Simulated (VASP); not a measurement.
# SnTe (R3m) in VASP: further runs

Aim: see how the results for SnTe move with the level of theory and the settings. Levels: PBE, PBEsol, r2SCAN. Tasks: relaxation of cell and atoms, single point.

Program: VASP 6.6.1. These are calculated values, not measurements. Logs are shortened: lines on timing, memory, paths and dates and some standing lists are left out, and cuts for length are marked.

### Step 1. The cell of the first run

It takes space group R3m (No. 160, trigonal). Conventional cell: a = 4.406 Å, b = 4.406 Å, c = 11.609 Å, α = 90.00°, β = 90.00°, γ = 120.00°. Sn (site symmetry 3m) has 6 Te at 2.96 to 3.47 Å within 3.9 Å. Within 3.9 Å of Te (site symmetry 3m) lie 6 Sn at 2.96 to 3.47 Å.

### Step 2. Relaxation of cell and atoms, PBE

INCAR

```
SYSTEM = SnTe
  PREC = Accurate
  ENCUT = 600
  EDIFF = 1E-6
  ISMEAR = -1
  SIGMA = 0.02
  LREAL = .FALSE.
  LASPH = .TRUE.
  NELM = 100
  ALGO = Normal
  ISIF = 3
  LWAVE = .FALSE.
  LCHARG = .FALSE.
  GGA = PE
  IBRION = 2
  NSW = 80
  EDIFFG = -0.005
```

KPOINTS

```
regular mesh
0
G
  6 6 6
  0 0 0
```

POSCAR

```
SnTe
1.0
    2.2030262400      1.2719177900      3.8696662100
   -2.2030262400      1.2719177900      3.8696662100
    0.0000000000     -2.5438355800      3.8696662100
Sn Te
1 1
Direct
    0.9922231900      0.9922231900      0.9922231900
    0.5287768100      0.5287768100      0.5287768100
```

Potentials or basis: VASP PAW PBE potentials, release 64 (Sn_d, Te).

Launch:

```bash
> cat potpaw_PBE.64/Sn_d/POTCAR potpaw_PBE.64/Te/POTCAR > POTCAR
> mpirun -np 1 vasp_std > vasp.out
```

OUTCAR:

```text
SYSTEM = SnTe
   PREC = Accurate
   ENCUT = 600
   EDIFF = 1E-6
   ISMEAR = -1
   LREAL = .FALSE.
   LASPH = .TRUE.
   NELM = 100
   ISIF = 3
   GGA = PE
   IBRION = 2
   NSW = 80
   EDIFFG = -0.005

 ion  position               nearest neighbor table
   1  0.992  0.992  0.992-   2 2.96   2 2.96   2 2.96   2 3.47   2 3.47   2 3.47
   2  0.529  0.529  0.529-   1 2.96   1 2.96   1 2.96   1 3.47   1 3.47   1 3.47

  LATTYP: Found a trigonal (rhomboedric) cell.
 ALAT       =     4.6309195691
 COS(alpha) =     0.5473788336

  Lattice vectors:

 A1 = (   2.2030262400,   1.2719177900,   3.8696662100)
 A2 = (  -2.2030262400,   1.2719177900,   3.8696662100)
 A3 = (   0.0000000000,  -2.5438355800,   3.8696662100)

Analysis of symmetry for initial positions (statically):
=====================================================================
 Subroutine PRICEL returns:
 Original cell was already a primitive cell.

 Routine SETGRP: Setting up the symmetry group for a
 trigonal (rhombohedral) supercell.

 Subroutine GETGRP returns: Found  6 space group operations
 (whereof  6 operations were pure point group operations)
 out of a pool of 12 trial point group operations.

The static configuration has the point symmetry C_3v.

Analysis of symmetry for dynamics (positions and initial velocities):
=====================================================================
 Subroutine PRICEL returns:
 Original cell was already a primitive cell.

 Routine SETGRP: Setting up the symmetry group for a
 trigonal (rhombohedral) supercell.

 Subroutine GETGRP returns: Found  6 space group operations
 (whereof  6 operations were pure point group operations)
 out of a pool of 12 trial point group operations.

The dynamic configuration has the point symmetry C_3v.

 Subroutine INISYM returns: Found  6 space group operations
 (whereof  6 operations are pure point group operations),
 and found     1 'primitive' translations

----------------------------------------------------------------------------------------

                                     Primitive cell

  volume of cell :      65.0584

  direct lattice vectors                    reciprocal lattice vectors
     2.203026240  1.271917790  3.869666210     0.226960529  0.131035723  0.086140074
    -2.203026240  1.271917790  3.869666210    -0.226960529  0.131035723  0.086140074
     0.000000000 -2.543835580  3.869666210     0.000000000 -0.262071445  0.086140074

  length of vectors
     4.630919569  4.630919569  4.630919567     0.275865102  0.275865102  0.275865102

  position of ions in fractional coordinates (direct lattice)
     0.992223190  0.992223190  0.992223190
     0.528776810  0.528776810  0.528776810

  ion indices of the primitive-cell ions
   primitive index   ion index
                 1           1
                 2           2

----------------------------------------------------------------------------------------

 KPOINTS: regular mesh

Automatic generation of k-mesh.
 Grid dimensions read from file:
 generate k-points for:    6    6    6

 Generating k-lattice:

  Cartesian coordinates                     Fractional coordinates (reciprocal lattice)
     0.037826755  0.021839287  0.014356679     0.166666667 -0.000000000  0.000000000
    -0.037826755  0.021839287  0.014356679    -0.000000000  0.166666667  0.000000000
     0.000000000 -0.043678574  0.014356679     0.000000000  0.000000000  0.166666667

  Length of vectors
     0.045977517  0.045977517  0.045977517

  Shift w.r.t. Gamma in fractional coordinates (k-lattice)
     0.000000000  0.000000000  0.000000000

 Subroutine IBZKPT returns following result:
 ===========================================

 Found     32 irreducible k-points:

 Following reciprocal coordinates:
            Coordinates               Weight
  0.000000  0.000000  0.000000      1.000000
  0.166667  0.000000 -0.000000      6.000000
  0.333333  0.000000  0.000000      6.000000
  0.500000  0.000000  0.000000      3.000000
  0.166667  0.166667 -0.000000      6.000000
  0.333333  0.166667  0.000000     12.000000
[... 16 lines left out ...]
  0.500000  0.500000  0.166667      6.000000
 -0.333333  0.500000  0.166667     12.000000
 [... further k-points ...]
   k-points           NKPTS =     32   k-points in BZ     NKDIM =     32   number of bands    NBANDS=     14
   number of dos      NEDOS =    301   number of ions     NIONS =      2
   total plane-waves  NPLWV =  64000
   dimension x,y,z NGX =    40 NGY =   40 NGZ =   40
   dimension x,y,z NGXF=    80 NGYF=   80 NGZF=   80
   ions per type =               1   1
   NGX,Y,Z   is equivalent  to a cutoff of  14.36, 14.36, 14.36 a.u.
   NGXF,Y,Z  is equivalent  to a cutoff of  28.72, 28.72, 28.72 a.u.
 SYSTEM =  SnTe
   PREC   = accura    normal or accurate (medium, high low for compatibility)
   ISTART =      0    job   : 0-new  1-cont  2-samecut
   ICHARG =      2    charge: 1-file 2-atom 10-const
   ISPIN  =      1    spin polarized calculation?
   LNONCOLLINEAR =      F non collinear calculations
   LSORBIT =      F    spin-orbit coupling
   LASPH  =      T    aspherical Exc in radial PAW
   ENCUT  =  600.0 eV  44.10 Ry    6.64 a.u.   9.25  9.25  9.25*2*pi/ulx,y,z
   NELM   =    100;   NELMIN=  2; NELMDL= -5     # of ELM steps
   EDIFF  = 0.1E-05   stopping-criterion for ELM
   LREAL  =      F    real-space projection
   EDIFFG = -.5E-02   stopping-criterion for IOM
   NSW    =     80    number of steps for IOM
   IBRION =      2    ionic relax: 0-MD 1-quasi-New 2-CG
   NFREE  =      1    steps in history (QN), initial steepest desc. (CG)
   ISIF   =      3    stress and relaxation
   ISYM   =      2    0-nonsym 1-usesym 2-fastsym
   POTIM  = 0.5000    time-step for ionic-motion
   TEBEG  =    0.0;   TEEND  =   0.0 temperature during run
   PSTRESS=    0.0 pullay stress
   NELECT =      20.0000    total number of electrons
   NUPDOWN=      -1.0000    fix difference up-down
   EMIN   =  10.00;   EMAX   =-10.00  energy-range for DOS
   EFERMI =   0.00;   METHOD = LEGACY
   ISMEAR =    -1;   SIGMA  =   0.02  broadening in eV -4-tet -1-fermi 0-gaus
   EFERMI_NEDOS =   21; number of points for ismear=-14 and -15
   IALGO  =     38    algorithm
   IMIX   =      4    mixing-type and parameters
     AMIX     =   0.40;   BMIX     =  1.00
     AMIX_MAG =   1.60;   BMIX_MAG =  1.00
  volume/ion in A,a.u.               =      32.53       219.52
  Fermi-wavevector in a.u.,A,eV,Ry     =   1.104885  2.087930 16.609591  1.220770
  Thomas-Fermi vector in A             =   2.241364
   LORBIT       =      0    0 simple, 1 ext, 2 COOP (PROOUT), +10 PAW based schemes
   GGA     = PE    functional components
   LHFCALC =     F    Hartree Fock is set to
   AEXX    =    0.0000 exact exchange contribution
   IVDW    =     0    specifies the selected vdW correction
   LEPSILON=     F    determine dielectric tensor
   LRPA    =     F    only Hartree local field effects (RPA)
 conjugate gradient relaxation of ions
 non-spin polarized calculation
  energy-cutoff  :      600.00
  volume of cell :       65.06
 maximum number of plane-waves:      2194
 NGX is ok and might be reduce to    40
   NGX = 19   NGY = 19   NGZ = 19

--------------------------------------- Ionic step        1  -------------------------------------------

 number of electron      20.0000000 magnetization

 Free energy of the ion-electron system (eV)
  ---------------------------------------------------
  ext. energy  EPLUGINS =         0.00000000
  ---------------------------------------------------
  free energy    TOTEN  =        -7.51090522 eV

  energy without entropy =       -7.51090471  energy(sigma->0) =       -7.51090496

------------------------ aborting loop because EDIFF is reached ----------------------------------------

  FORCE on cell =-STRESS in cart. coord.  units (eV):
  Direction    XX          YY          ZZ          XY          YZ          ZX
  --------------------------------------------------------------------------------------
  -------------------------------------------------------------------------------------
  Total        1.2458020      1.2458020      0.8568024      0.0000000      0.0000000      0.0000000
  in kB       30.6800563     30.6800561     21.1002588      0.0000000      0.0000000      0.0000000
  external PRESSURE =      27.4867904 kB  Pullay stress =       0.0000000 kB
[... 89 lines left out ...]
  FREE ENERGIE OF THE ION-ELECTRON SYSTEM (eV)
  ---------------------------------------------------
  free  energy   TOTEN  =        -7.5556993184 eV

  energy  without entropy=       -7.5556992287  energy(sigma->0) =       -7.55569927

[... ionic steps 4 to 9 ...]

--------------------------------------- Ionic step       10  -------------------------------------------

 number of electron      20.0000000 magnetization

------------------------ aborting loop because EDIFF is reached ----------------------------------------

  FORCE on cell =-STRESS in cart. coord.  units (eV):
  Direction    XX          YY          ZZ          XY          YZ          ZX
  --------------------------------------------------------------------------------------
  -------------------------------------------------------------------------------------
  Total       -0.0179827     -0.0179827     -0.0481686     -0.0000000      0.0000000      0.0000000
  in kB       -0.4307574     -0.4307574     -1.1538303     -0.0000000      0.0000000      0.0000000
  external PRESSURE =      -0.6717817 kB  Pullay stress =       0.0000000 kB
[... 57 lines left out ...]
  energy  without entropy=       -7.5719886855  energy(sigma->0) =       -7.57199078

--------------------------------------- Ionic step       12  -------------------------------------------

 number of electron      20.0000000 magnetization

 Free energy of the ion-electron system (eV)
  ---------------------------------------------------
  ext. energy  EPLUGINS =         0.00000000
  ---------------------------------------------------
  free energy    TOTEN  =        -7.57201725 eV

  energy without entropy =       -7.57201226  energy(sigma->0) =       -7.57201476

 E-fermi :   6.1697     XC(G=0):  -9.2004

 val. band max:        6.0187369208   @ k =   0.5000   0.0000   0.0000
 cond. band min:       6.3207452698   @ k =   0.5000   0.0000   0.0000
 fundamental gap:      0.3020083490
 Fermi energy:         6.1697412517

 k-point     1 :       0.0000    0.0000    0.0000
  band No.  band energies     occupation
      1     -15.6644      2.00000
      2     -15.6644      2.00000
      3     -15.6593      2.00000
      4     -15.6593      2.00000
      5     -15.6584      2.00000
      6      -6.2179      2.00000
      7       1.2935      2.00000
      8       4.1730      2.00000
      9       4.1986      2.00000
     10       4.1986      2.00000
     11       9.0947      0.00000
     12       9.3179      0.00000
     13       9.3179      0.00000
     14      11.1930      0.00000
[... 375 lines left out ...]
 k-point    24 :      -0.3333    0.5000    0.1667
  band No.  band energies     occupation
      1     -15.6740      2.00000
      2     -15.6627      2.00000
      3     -15.6595      2.00000
      4     -15.6539      2.00000
      5     -15.6508      2.00000
      6      -4.7997      2.00000
      7      -0.8792      2.00000
      8       1.3965      2.00000
      9       2.1868      2.00000
     10       4.4013      2.00000
     11       8.2031      0.00000
     12       9.6919      0.00000
     13      11.3993      0.00000
     14      11.4557      0.00000

 [... further k-points ...]

------------------------ aborting loop because EDIFF is reached ----------------------------------------

  FORCE on cell =-STRESS in cart. coord.  units (eV):
  Direction    XX          YY          ZZ          XY          YZ          ZX
  --------------------------------------------------------------------------------------
  -------------------------------------------------------------------------------------
  Total       -0.0098590     -0.0098590      0.0013598      0.0000000      0.0000000      0.0000000
  in kB       -0.2368026     -0.2368026      0.0326616      0.0000000      0.0000000      0.0000000
  external PRESSURE =      -0.1469812 kB  Pullay stress =       0.0000000 kB
[... 17 lines left out ...]
  FREE ENERGIE OF THE ION-ELECTRON SYSTEM (eV)
  ---------------------------------------------------
  free  energy   TOTEN  =        -7.5720172539 eV

  energy  without entropy=       -7.5720122592  energy(sigma->0) =       -7.57201476

 reached required accuracy - stopping structural energy minimisation
```

Wall time 7.3 min (1 thread of Intel Xeon Platinum 8488C (Sapphire Rapids), shared host); peak memory 0.26 GiB.

What came out:

| Property | Result |
| --- | --- |
| Free energy | -7.5720 eV |
| Relaxed volume | 33.35 Å³/atom |
| Relaxed cell | a = 4.580 Å, b = 4.580 Å, c = 4.580 Å, α = 59.21°, β = 59.21°, γ = 59.21° |
| Space group after relaxing (to 0.05 Å) | R3m (No. 160) |
| Energy gained by relaxing | 30.6 meV/atom |
| Ionic steps | 12 |
| Pressure after relaxing | 0.0 GPa |
| Band gap on the k mesh | 0.30 eV, direct |

Step by step:
```
step  energy change (eV)  largest force (eV/Å)  pressure (GPa)  volume (Å³)
   1              0.0000                0.5310            2.75        65.06
   2             -0.0414                0.0645           -0.97        70.45
   3             -0.0448                0.1541           -0.28        69.21
   4             -0.0482                0.1353           -0.20        68.84
   5             -0.0557                0.0894            0.00        67.73
   6             -0.0585                0.0337            0.73        65.51
   7             -0.0595                0.0504            0.45        66.26
   8             -0.0609                0.0094           -0.20        67.08
   9             -0.0610                0.0045           -0.05        66.87
  10             -0.0610                0.0031           -0.07        66.89
  11             -0.0611                0.0024           -0.05        66.80
  12             -0.0611                0.0018           -0.01        66.70
```

Final structure:
```yaml
crystal:
  lattice:
    - [2.26259, 1.30631, 3.76142]
    - [-2.26259, 1.30631, 3.76142]
    - [0.00000, -2.61262, 3.76142]
  atoms:
    - { symbol: Sn, position: [0.00079, 0.00079, 0.00079] }
    - { symbol: Te, position: [0.52021, 0.52021, 0.52021] }
```

Levels at points of the mesh, in eV from the valence-band top:
```tsv
k point	band 8	band 9	band 10	band 11	band 12	band 13
(0.00, 0.00, 0.00)	-1.85	-1.82	-1.82	3.08	3.30	3.30
(0.50, 0.00, 0.00)	-1.67	-1.63	0.00	0.30	0.73	0.84
(0.50, 0.50, 0.00)	-4.86	-3.27	-3.26	2.40	4.81	5.01
(0.50, 0.50, 0.50)	-1.54	-1.54	-0.20	0.70	0.76	0.76
```

Caveat: spin-orbit coupling is left out, which moves the levels of the heavy elements. A k mesh can miss the band edges.

(Continued in part 2 of 2.)
